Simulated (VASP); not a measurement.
# SnTe (F-43m) in VASP: further runs

SnTe is run at these levels: LDA; tasks: single point.

All numbers are computed with VASP 6.6.1; they aren't measurements. Logs are shortened: lines on timing, memory, paths and dates and some standing lists are left out, and cuts for length are marked.

## 1. The cell of the first run

The structure is cubic, space group F-43m (No. 216). The conventional cell has a = 7.125 Å, b = 7.125 Å, c = 7.125 Å, α = 90.00°, β = 90.00°, γ = 90.00°. Within 4.1 Å of Te (site symmetry -43m) lie 4 Sn at 3.09 Å. Sn (site symmetry -43m) has 4 Te at 3.09 Å within 4.1 Å.

## 2. Single point, LDA (volume scaled by 0.96)

INCAR

```
PREC = Accurate
ENCUT = 520
EDIFF = 1E-6
ISMEAR = -1
SIGMA = 0.05
LREAL = F
LASPH = T
NELM = 60
ALGO = Normal
ISIF = 2
LWAVE = F
LCHARG = F
GGA = CA
NBANDS = 17
```

KPOINTS

```
Automatic mesh
0
Gamma
  7 7 7
```

POSCAR

```
SnTe
1.0
    0.0000000000      3.5623407469      3.5623407469
    3.5623407469      0.0000000000      3.5623407469
    3.5623407469      3.5623407469      0.0000000000
Te Sn
1 1
Direct
    0.2500000000      0.2500000000      0.2500000000
    0.0000000000      0.0000000000      0.0000000000
```

Potentials or basis: VASP PAW LDA potentials, release 64 (Te, Sn_d).

The run is started by

```
cat potpaw_LDA.64/Te/POTCAR potpaw_LDA.64/Sn_d/POTCAR > POTCAR
mpirun -np 1 vasp_std > vasp.out
```

OUTCAR:

```text
PREC = Accurate
   ENCUT = 520
   EDIFF = 1E-6
   ISMEAR = -1
   LREAL = F
   LASPH = T
   NELM = 60
   ISIF = 2
   GGA = CA

 ion  position               nearest neighbor table
   1  0.250  0.250  0.250-   2 3.09   2 3.09   2 3.09   2 3.09
   2  0.000  0.000  0.000-   1 3.09   1 3.09   1 3.09   1 3.09

  LATTYP: Found a face centered cubic cell.
 ALAT       =     7.1246814938

  Lattice vectors:

 A1 = (   0.0000000000,   3.5623407469,   3.5623407469)
 A2 = (   3.5623407469,   0.0000000000,   3.5623407469)
 A3 = (   3.5623407469,   3.5623407469,   0.0000000000)

Analysis of symmetry for initial positions (statically):
=====================================================================
 Subroutine PRICEL returns:
 Original cell was already a primitive cell.

 Routine SETGRP: Setting up the symmetry group for a
 face centered cubic supercell.

 Subroutine GETGRP returns: Found 24 space group operations
 (whereof 24 operations were pure point group operations)
 out of a pool of 48 trial point group operations.

The static configuration has the point symmetry T_d .

Analysis of symmetry for dynamics (positions and initial velocities):
=====================================================================
 Subroutine PRICEL returns:
 Original cell was already a primitive cell.

 Routine SETGRP: Setting up the symmetry group for a
 face centered cubic supercell.

 Subroutine GETGRP returns: Found 24 space group operations
 (whereof 24 operations were pure point group operations)
 out of a pool of 48 trial point group operations.

The dynamic configuration has the point symmetry T_d .

 Subroutine INISYM returns: Found 24 space group operations
 (whereof 24 operations are pure point group operations),
 and found     1 'primitive' translations

----------------------------------------------------------------------------------------

                                     Primitive cell

  volume of cell :      90.4141

  direct lattice vectors                    reciprocal lattice vectors
     0.000000000  3.562340747  3.562340747    -0.140357152  0.140357152  0.140357152
     3.562340747  0.000000000  3.562340747     0.140357152 -0.140357152  0.140357152
     3.562340747  3.562340747  0.000000000     0.140357152  0.140357152 -0.140357152

  length of vectors
     5.037910598  5.037910598  5.037910598     0.243105718  0.243105718  0.243105718

  position of ions in fractional coordinates (direct lattice)
     0.250000000  0.250000000  0.250000000
     0.000000000  0.000000000  0.000000000

  ion indices of the primitive-cell ions
   primitive index   ion index
                 1           1
                 2           2

----------------------------------------------------------------------------------------

 KPOINTS: Automatic mesh

Automatic generation of k-mesh.
 Grid dimensions read from file:
 generate k-points for:    7    7    7

 Generating k-lattice:

  Cartesian coordinates                     Fractional coordinates (reciprocal lattice)
    -0.020051022  0.020051022  0.020051022     0.142857143  0.000000000  0.000000000
     0.020051022 -0.020051022  0.020051022     0.000000000  0.142857143  0.000000000
     0.020051022  0.020051022 -0.020051022     0.000000000  0.000000000  0.142857143

  Length of vectors
     0.034729388  0.034729388  0.034729388

  Shift w.r.t. Gamma in fractional coordinates (k-lattice)
     0.000000000  0.000000000  0.000000000

 Subroutine IBZKPT returns following result:
 ===========================================

 Found     20 irreducible k-points:

 Following reciprocal coordinates:
            Coordinates               Weight
  0.000000  0.000000  0.000000      1.000000
  0.142857  0.000000  0.000000      8.000000
  0.285714  0.000000  0.000000      8.000000
  0.428571  0.000000  0.000000      8.000000
  0.142857  0.142857  0.000000      6.000000
  0.285714  0.142857  0.000000     24.000000
[... 12 lines left out ...]
 -0.428571  0.428571  0.142857     24.000000
 -0.285714  0.428571  0.142857     24.000000
   k-points           NKPTS =     20   k-points in BZ     NKDIM =     20   number of bands    NBANDS=     17
   number of dos      NEDOS =    301   number of ions     NIONS =      2
   total plane-waves  NPLWV =  64000
   dimension x,y,z NGX =    40 NGY =   40 NGZ =   40
   dimension x,y,z NGXF=    80 NGYF=   80 NGZF=   80
   ions per type =               1   1
   NGX,Y,Z   is equivalent  to a cutoff of  13.20, 13.20, 13.20 a.u.
   NGXF,Y,Z  is equivalent  to a cutoff of  26.40, 26.40, 26.40 a.u.
 SYSTEM =  unknown system
   PREC   = accura    normal or accurate (medium, high low for compatibility)
   ISTART =      0    job   : 0-new  1-cont  2-samecut
   ICHARG =      2    charge: 1-file 2-atom 10-const
   ISPIN  =      1    spin polarized calculation?
   LNONCOLLINEAR =      F non collinear calculations
   LSORBIT =      F    spin-orbit coupling
   LASPH  =      T    aspherical Exc in radial PAW
   ENCUT  =  520.0 eV  38.22 Ry    6.18 a.u.   9.37  9.37  9.37*2*pi/ulx,y,z
   NELM   =     60;   NELMIN=  2; NELMDL= -5     # of ELM steps
   EDIFF  = 0.1E-05   stopping-criterion for ELM
   LREAL  =      F    real-space projection
   EDIFFG = 0.1E-04   stopping-criterion for IOM
   NSW    =      0    number of steps for IOM
   IBRION =     -1    ionic relax: 0-MD 1-quasi-New 2-CG
   NFREE  =      0    steps in history (QN), initial steepest desc. (CG)
   ISIF   =      2    stress and relaxation
   ISYM   =      2    0-nonsym 1-usesym 2-fastsym
   POTIM  = 0.5000    time-step for ionic-motion
   TEBEG  =    0.0;   TEEND  =   0.0 temperature during run
   PSTRESS=    0.0 pullay stress
   NELECT =      20.0000    total number of electrons
   NUPDOWN=      -1.0000    fix difference up-down
   EMIN   =  10.00;   EMAX   =-10.00  energy-range for DOS
   EFERMI =   0.00;   METHOD = LEGACY
   ISMEAR =    -1;   SIGMA  =   0.05  broadening in eV -4-tet -1-fermi 0-gaus
   EFERMI_NEDOS =   21; number of points for ismear=-14 and -15
   IALGO  =     38    algorithm
   IMIX   =      4    mixing-type and parameters
     AMIX     =   0.40;   BMIX     =  1.00
     AMIX_MAG =   1.60;   BMIX_MAG =  1.00
  volume/ion in A,a.u.               =      45.21       305.07
  Fermi-wavevector in a.u.,A,eV,Ry     =   0.990086  1.870990 13.337374  0.980269
  Thomas-Fermi vector in A             =   2.121731
   LORBIT       =      0    0 simple, 1 ext, 2 COOP (PROOUT), +10 PAW based schemes
   GGA     = CA    functional components
   LHFCALC =     F    Hartree Fock is set to
   AEXX    =    0.0000 exact exchange contribution
   IVDW    =     0    specifies the selected vdW correction
   LEPSILON=     F    determine dielectric tensor
   LRPA    =     F    only Hartree local field effects (RPA)
 non-spin polarized calculation
  energy-cutoff  :      520.00
  volume of cell :       90.41
 maximum number of plane-waves:      2454
 NGX is ok and might be reduce to    40
   NGX = 19   NGY = 19   NGZ = 19

 number of electron      20.0000005 magnetization

 Free energy of the ion-electron system (eV)
  ---------------------------------------------------
  ext. energy  EPLUGINS =         0.00000000
  ---------------------------------------------------
  free energy    TOTEN  =        -8.03586579 eV

  energy without entropy =       -8.03238189  energy(sigma->0) =       -8.03412384

 E-fermi :   3.2270     XC(G=0):  -7.9660

 val. band max:        3.1046775223   @ k =  -0.2857   0.4286   0.1429
 cond. band min:       3.2631615643   @ k =   0.4286   0.4286   0.0000
 fundamental gap:      0.1584840420
 Fermi energy:         3.2270339933

 k-point     1 :       0.0000    0.0000    0.0000
  band No.  band energies     occupation
      1     -18.4222      2.00000
      2     -18.4222      2.00000
      3     -18.4222      2.00000
      4     -18.4091      2.00000
      5     -18.4091      2.00000
      6      -8.4930      2.00000
[... 9 lines left out ...]
     16       9.7266      0.00000
     17      10.7672      0.00000

 k-point     2 :       0.1429    0.0000    0.0000
  band No.  band energies     occupation
      1     -18.4225      2.00000
      2     -18.4218      2.00000
      3     -18.4218      2.00000
      4     -18.4091      2.00000
      5     -18.4091      2.00000
      6      -8.4006      2.00000
[... 9 lines left out ...]
     16       9.2290      0.00000
     17      10.3192      0.00000

 k-point     3 :       0.2857    0.0000    0.0000
  band No.  band energies     occupation
      1     -18.4232      2.00000
      2     -18.4211      2.00000
      3     -18.4211      2.00000
      4     -18.4090      2.00000
      5     -18.4090      2.00000
      6      -8.1660      2.00000
[... 9 lines left out ...]
     16       9.1412      0.00000
     17      10.4463      0.00000

 k-point     4 :       0.4286    0.0000    0.0000
  band No.  band energies     occupation
      1     -18.4238      2.00000
      2     -18.4206      2.00000
      3     -18.4206      2.00000
      4     -18.4089      2.00000
      5     -18.4089      2.00000
      6      -7.9399      2.00000
[... 9 lines left out ...]
     16       9.8554      0.00000
     17       9.9676      0.00000

 k-point     5 :       0.1429    0.1429    0.0000
  band No.  band energies     occupation
      1     -18.4230      2.00000
      2     -18.4215      2.00000
      3     -18.4215      2.00000
      4     -18.4093      2.00000
      5     -18.4089      2.00000
      6      -8.3691      2.00000
[... 9 lines left out ...]
     16       9.9283      0.00000
     17      11.1971      0.00000

 k-point     6 :       0.2857    0.1429    0.0000
  band No.  band energies     occupation
      1     -18.4237      2.00000
      2     -18.4209      2.00000
      3     -18.4208      2.00000
      4     -18.4094      2.00000
      5     -18.4088      2.00000
      6      -8.1785      2.00000
[... 9 lines left out ...]
     16       9.8930      0.00000
     17      10.9744      0.00000

 k-point     7 :       0.4286    0.1429    0.0000
  band No.  band energies     occupation
      1     -18.4242      2.00000
      2     -18.4205      2.00000
      3     -18.4202      2.00000
      4     -18.4093      2.00000
      5     -18.4087      2.00000
      6      -7.9378      2.00000
[... 9 lines left out ...]
     16      10.3130      0.00000
     17      10.5361      0.00000

 k-point     8 :      -0.4286    0.1429    0.0000
  band No.  band energies     occupation
      1     -18.4242      2.00000
      2     -18.4203      2.00000
      3     -18.4202      2.00000
      4     -18.4091      2.00000
      5     -18.4089      2.00000
      6      -7.8522      2.00000
[... 9 lines left out ...]
     16       9.6709      0.00000
     17      10.5906      0.00000
[... 123 lines left out ...]
      1     -18.4264      2.00000
      2     -18.4188      2.00000
      3     -18.4188      2.00000
      4     -18.4101      2.00000
      5     -18.4082      2.00000
      6      -7.7173      2.00000
[... 9 lines left out ...]
     16      11.4511      0.00000
     17      11.7445      0.00000

 k-point    16 :      -0.4286    0.4286    0.0000
  band No.  band energies     occupation
      1     -18.4262      2.00000
      2     -18.4189      2.00000
      3     -18.4188      2.00000
      4     -18.4099      2.00000
      5     -18.4082      2.00000
      6      -7.6621      2.00000
[... 9 lines left out ...]
     16      10.6194      0.00000
     17      12.1837      0.00000

 k-point    17 :       0.4286    0.2857    0.1429
  band No.  band energies     occupation
      1     -18.4244      2.00000
      2     -18.4204      2.00000
      3     -18.4201      2.00000
      4     -18.4095      2.00000
      5     -18.4087      2.00000
      6      -7.9780      2.00000
[... 9 lines left out ...]
     16      10.2106      0.00000
     17      11.6848      0.00000

 k-point    18 :      -0.4286    0.2857    0.1429
  band No.  band energies     occupation
      1     -18.4246      2.00000
      2     -18.4202      2.00000
      3     -18.4195      2.00000
      4     -18.4094      2.00000
      5     -18.4087      2.00000
      6      -7.7899      2.00000
[... 9 lines left out ...]
     16      10.5129      0.00000
     17      11.1302      0.00000

 k-point    19 :      -0.4286    0.4286    0.1429
  band No.  band energies     occupation
      1     -18.4256      2.00000
      2     -18.4196      2.00000
      3     -18.4189      2.00000
      4     -18.4098      2.00000
      5     -18.4084      2.00000
      6      -7.7039      2.00000
[... 9 lines left out ...]
     16      11.0338      0.00000
     17      11.6814      0.00000

 k-point    20 :      -0.2857    0.4286    0.1429
  band No.  band energies     occupation
      1     -18.4251      2.00000
      2     -18.4200      2.00000
      3     -18.4189      2.00000
      4     -18.4095      2.00000
      5     -18.4086      2.00000
      6      -7.6782      2.00000
[... 9 lines left out ...]
     16      10.6309      0.00000
     17      11.9571      0.00000

------------------------ aborting loop because EDIFF is reached ----------------------------------------

  FORCE on cell =-STRESS in cart. coord.  units (eV):
  Direction    XX          YY          ZZ          XY          YZ          ZX
  --------------------------------------------------------------------------------------
  -------------------------------------------------------------------------------------
  Total       -0.7251616     -0.7251616     -0.7251616      0.0000000      0.0000000      0.0000000
  in kB      -12.8501734    -12.8501734    -12.8501734      0.0000000      0.0000000      0.0000000
  external PRESSURE =     -12.8501734 kB  Pullay stress =       0.0000000 kB

 VOLUME and BASIS-vectors are now :
 -----------------------------------------------------------------------------
  energy-cutoff  :      520.00
  volume of cell :       90.41
      direct lattice vectors                 reciprocal lattice vectors
     0.000000000  3.562340747  3.562340747    -0.140357152  0.140357152  0.140357152
     3.562340747  0.000000000  3.562340747     0.140357152 -0.140357152  0.140357152
     3.562340747  3.562340747  0.000000000     0.140357152  0.140357152 -0.140357152

 POSITION                                       TOTAL-FORCE (eV/Angst)
 -----------------------------------------------------------------------------------
      1.78117      1.78117      1.78117         0.000000      0.000000      0.000000
      0.00000      0.00000      0.00000        -0.000000     -0.000000     -0.000000
 -----------------------------------------------------------------------------------
    total drift:                               -0.000000     -0.000000     -0.000000

  FREE ENERGIE OF THE ION-ELECTRON SYSTEM (eV)
  ---------------------------------------------------
  free  energy   TOTEN  =        -8.0358657857 eV

  energy  without entropy=       -8.0323818904  energy(sigma->0) =       -8.03412384
```

It took 31 s on 1 thread of Intel Xeon 6975P-C, shared host; peak memory 0.21 GiB.

Results:

* Free energy: -8.0359 eV
* Pressure: -1.3 GPa
* Band gap on the k mesh: 0.16 eV, indirect (least direct gap 0.71 eV)

Levels at points of the mesh, in eV from the valence-band top:
| k point | band 8 | band 9 | band 10 | band 11 | band 12 | band 13 |
| --- | --- | --- | --- | --- | --- | --- |
| (0.00, 0.00, 0.00) | -1.83 | -1.83 | -1.83 | 1.12 | 1.12 | 1.12 |

Caveat: the cell differs from its parent crystal (volume scaled by 0.96); spin-orbit coupling is left out, which moves the levels of the heavy elements. A k mesh can miss the band edges.

## 3. Single point, LDA

This run uses another cell than the first one, of 47.09 Å³/atom, 1.042 times its volume.

INCAR

```
SYSTEM = SnTe
ALGO     = Normal         ! electronic algorithm
EDIFF    = 1E-6           ! SCF threshold, eV
ENCUT    = 520            ! plane-wave cutoff, eV
ISIF     = 2              ! what is computed and relaxed
ISMEAR   = -1             ! smearing method
LASPH    = .TRUE.         ! aspherical terms in the spheres
LCHARG   = .FALSE.        ! write CHGCAR
LREAL    = .FALSE.        ! projectors in reciprocal space
LWAVE    = .FALSE.        ! write WAVECAR
NBANDS   = 17             ! bands
NELM     = 100            ! most SCF steps
PREC     = Accurate       ! precision mode
SIGMA    = 0.05           ! smearing width, eV
```

KPOINTS

```
k-points
0
G
  7 7 7
  0 0 0
```

POSCAR

```
SnTe
1.0
    0.0000000000      3.6111460000      3.6111460000
    3.6111460000      0.0000000000      3.6111460000
    3.6111460000      3.6111460000      0.0000000000
Te Sn
1 1
Direct
    0.2500000000      0.2500000000      0.2500000000
    0.0000000000      0.0000000000      0.0000000000
```

Potentials or basis: VASP PAW LDA potentials, release 64 (Te, Sn_d).

The run is started by

```
cat potpaw_LDA.64/Te/POTCAR potpaw_LDA.64/Sn_d/POTCAR > POTCAR
mpirun -np 1 vasp_std > vasp.out
```

It took 29 s on 1 thread of Intel Xeon 6975P-C, shared host; peak memory 0.21 GiB.

The run converged. Its results:

| Quantity | Value |
| --- | --- |
| Free energy | -7.9955 eV |
| Pressure | -2.2 GPa |
| Band gap on the k mesh | 0.25 eV, indirect (least direct gap 0.75 eV) |

Levels at points of the mesh, in eV from the valence-band top:
```tsv
k point	band 6	band 7	band 8	band 9	band 10	band 11	band 12	band 13	band 14	band 15
(0.00, 0.00, 0.00)	-11.35	-5.08	-1.70	-1.70	-1.70	1.18	1.18	1.18	4.09	6.65
```

Caveat: spin-orbit coupling is left out, which moves the levels of the heavy elements. A k mesh can miss the band edges.

[end of part 1 of 2]
